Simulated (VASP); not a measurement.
# ZnAu (Pm-3m) in VASP: notebook, part 2 of 2

VASP 6.6.1. Earlier steps stand in the parts before.

### Step 5. Single point, r2SCAN

This run uses another cell than the first one, of 14.66 Å³/atom.

POSCAR reads:

```
ZnAu
1.0
    3.0837300100      0.0000000000      0.0000000000
    0.0000000000      3.0837300100      0.0000000000
    0.0000000000      0.0000000000      3.0837300100
Zn Au
1 1
Direct
    0.5000000000      0.5000000000      0.5000000000
    0.0000000000      0.0000000000      0.0000000000
```

INCAR.step1 reads:

```
ALGO = Normal
EDIFF = 1E-4
ENCUT = 520
GGA = PE
ISMEAR = -1
LASPH = True
LCHARG = False
LREAL = False
LWAVE = True
NBANDS = 18
NELM = 80
PREC = Accurate
SIGMA = 0.1
```

INCAR.step2 reads:

```
ALGO = Normal
EDIFF = 1E-6
ENCUT = 520
ISIF = 2
ISMEAR = -1
ISTART = 1
LASPH = True
LCHARG = False
LMIXTAU = True
LREAL = False
LWAVE = False
METAGGA = R2SCAN
NBANDS = 18
NELM = 80
PREC = Accurate
SIGMA = 0.1
```

KPOINTS reads:

```
k-points
0
Gamma
  11 11 11
```

Command:

```console
> cat potpaw_PBE.64/Zn/POTCAR potpaw_PBE.64/Au/POTCAR > POTCAR
> cp INCAR.step1 INCAR
> mpirun -np 1 vasp_std > vasp.out
> cp INCAR.step2 INCAR
> mpirun -np 1 vasp_std > vasp.out
```

Wall time 63 s (1 thread of Intel Xeon 8259CL, shared host); peak memory 0.17 GiB.

The run converged. Its results:

```yaml
Free_energy: -59.8861 eV
Pressure: 10.5 GPa
Band_gap_on_the_k_mesh: zero (an odd number of electrons rules out a gap without spin polarisation)
```

Levels at points of the mesh, in eV from the Fermi level:
```
           k point  band 9  band 10  band 11  band 12  band 13  band 14
(0.00, 0.00, 0.00)   -4.08    -4.08    -4.08     5.42     5.42     5.42
```

Caveat: the cell stands under pressure; the PAW data sets were made with another functional, which shifts forces and pressure a little; spin-orbit coupling is left out, which moves the levels of the heavy elements.

### Step 6. Single point, r2SCAN

This run uses another cell than the first one, of 14.97 Å³/atom.

POSCAR reads:

```
ZnAu
1.0
    3.1054471300      0.0000000000      0.0000000000
    0.0000000000      3.1054471300      0.0000000000
    0.0000000000      0.0000000000      3.1054471300
Zn Au
1 1
Direct
    0.5000000000      0.5000000000      0.5000000000
    0.0000000000      0.0000000000      0.0000000000
```

INCAR.step1 reads:

```
  ALGO = Normal
  EDIFF = 1E-4
  ENCUT = 520
  GGA = PE
  ISMEAR = -1
  LASPH = True
  LCHARG = False
  LREAL = False
  LWAVE = True
  NBANDS = 18
  NELM = 60
  PREC = Accurate
  SIGMA = 0.1
```

INCAR.step2 reads:

```
  ALGO = Normal
  EDIFF = 1E-6
  ENCUT = 520
  ISIF = 2
  ISMEAR = -1
  ISTART = 1
  LASPH = True
  LCHARG = True
  LELF = True
  LMIXTAU = True
  LREAL = False
  LVHAR = True
  LWAVE = False
  METAGGA = R2SCAN
  NBANDS = 18
  NELM = 60
  PREC = Accurate
  SIGMA = 0.1
```

KPOINTS is that of step 5.

Potentials or basis: VASP PAW PBE potentials, release 64 (Zn, Au).

Command:

```console
> cat potpaw_PBE.64/Zn/POTCAR potpaw_PBE.64/Au/POTCAR > POTCAR
> cp INCAR.step1 INCAR
> mpirun -np 1 vasp_std > vasp.out
> cp INCAR.step2 INCAR
> mpirun -np 1 vasp_std > vasp.out
```

OUTCAR:

```text
EDIFF = 1E-6
   ENCUT = 520
   ISIF = 2
   ISMEAR = -1
   ISTART = 1
   LASPH = True
   LREAL = False
   METAGGA = R2SCAN
   NELM = 60
   PREC = Accurate

 ion  position               nearest neighbor table
   1  0.500  0.500  0.500-   2 2.69   2 2.69   2 2.69   2 2.69   2 2.69   2 2.69   2 2.69   2 2.69

   2  0.000  0.000  0.000-   1 2.69   1 2.69   1 2.69   1 2.69   1 2.69   1 2.69   1 2.69   1 2.69

  LATTYP: Found a simple cubic cell.
 ALAT       =     3.1054471300

[... 692 lines left out ...]

------------------------ aborting loop because EDIFF is reached ----------------------------------------

  FORCE on cell =-STRESS in cart. coord.  units (eV):
  Direction    XX          YY          ZZ          XY          YZ          ZX
  --------------------------------------------------------------------------------------
  -------------------------------------------------------------------------------------
  Total        1.2407707      1.2407707      1.2407707      0.0000000      0.0000000     -0.0000000
  in kB       66.3788439     66.3788439     66.3788439      0.0000000      0.0000000     -0.0000000
  external PRESSURE =      66.3788439 kB  Pullay stress =       0.0000000 kB

 VOLUME and BASIS-vectors are now :
 -----------------------------------------------------------------------------
  energy-cutoff  :      520.00
  volume of cell :       29.95
      direct lattice vectors                 reciprocal lattice vectors
     3.105447130  0.000000000  0.000000000     0.322014820  0.000000000  0.000000000
     0.000000000  3.105447130  0.000000000     0.000000000  0.322014820  0.000000000
     0.000000000  0.000000000  3.105447130     0.000000000  0.000000000  0.322014820

 POSITION                                       TOTAL-FORCE (eV/Angst)
 -----------------------------------------------------------------------------------
      1.55272      1.55272      1.55272         0.000000      0.000000      0.000000
      0.00000      0.00000      0.00000         0.000000      0.000000      0.000000
 -----------------------------------------------------------------------------------
    total drift:                                0.000000      0.000000     -0.000000

  FREE ENERGIE OF THE ION-ELECTRON SYSTEM (eV)
  ---------------------------------------------------
  free  energy   TOTEN  =       -59.9192071024 eV

  energy  without entropy=      -59.9052759041  energy(sigma->0) =      -59.91224150
```

OSZICAR.step1:

```text
N       E                     dE             d eps       ncg     rms          rms(c)
DAV:   1     0.128003042461E+03    0.12800E+03   -0.11549E+04  2120   0.168E+03
DAV:   2    -0.213034434105E-01   -0.12802E+03   -0.12181E+03  2036   0.313E+02
DAV:   3    -0.510881441570E+01   -0.50875E+01   -0.50506E+01  2228   0.671E+01
DAV:   4    -0.515132014791E+01   -0.42506E-01   -0.42492E-01  2174   0.537E+00
DAV:   5    -0.515179403365E+01   -0.47389E-03   -0.47388E-03  2194   0.621E-01    0.956E+00
DAV:   6    -0.471549579727E+01    0.43630E+00   -0.11727E+00  2180   0.120E+01    0.592E+00
DAV:   7    -0.468648181078E+01    0.29014E-01   -0.35463E-02  2648   0.397E+00    0.302E+00
DAV:   8    -0.467833594985E+01    0.81459E-02   -0.93247E-03  2092   0.101E+00    0.151E-01
DAV:   9    -0.467831698016E+01    0.18970E-04   -0.23463E-04  1914   0.362E-01
   1 F= -.46783170E+01 E0= -.46708068E+01  d E =-.150203E-01
```

Run time: 85 s. Hardware: 1 thread of Intel Xeon 8259CL, shared host; peak memory 0.17 GiB.

What came out:

| Item | Value |
| --- | --- |
| Free energy | -59.9192 eV |
| Pressure | 6.6 GPa |
| Band gap on the k mesh | zero (an odd number of electrons rules out a gap without spin polarisation) |

Caveat: the cell stands under pressure; the PAW data sets were made with another functional, which shifts forces and pressure a little; spin-orbit coupling is left out, which moves the levels of the heavy elements.

### Step 7. Summary

```csv
level,potentials or basis,cell,k mesh,gap on the mesh (eV),pressure (GPa)
LDA,"VASP PAW LDA potentials, release 64 (Zn, Au)","a = 3.095 Å, 2 atoms",10 × 10 × 10,none,0.7
PBEsol,"VASP PAW PBE potentials, release 64 (Zn, Au)","a = 3.128 Å, 2 atoms",10 × 10 × 10,none,0.2
PBE,"VASP PAW PBE potentials, release 64 (Zn, Au)","a = 3.186 Å, 2 atoms",10 × 10 × 10,none,0.0
r2SCAN,"VASP PAW PBE potentials, release 64 (Zn, Au)","a = 3.084 Å, 2 atoms",11 × 11 × 11,none,10.5
r2SCAN,"VASP PAW PBE potentials, release 64 (Zn, Au)","a = 3.105 Å, 2 atoms",11 × 11 × 11,none,6.6
```

Alike in all rows: task single point; no spin polarisation; cutoff (eV) 520; smearing fermi-dirac 0.1 eV.

Caveats: spin-orbit coupling is left out, which moves the levels of the heavy elements; the PAW data sets were made with another functional, which shifts forces and pressure a little (at least some runs); the cell stands under pressure (at least some runs).

Absolute energies hang on the potentials; compare differences alone.
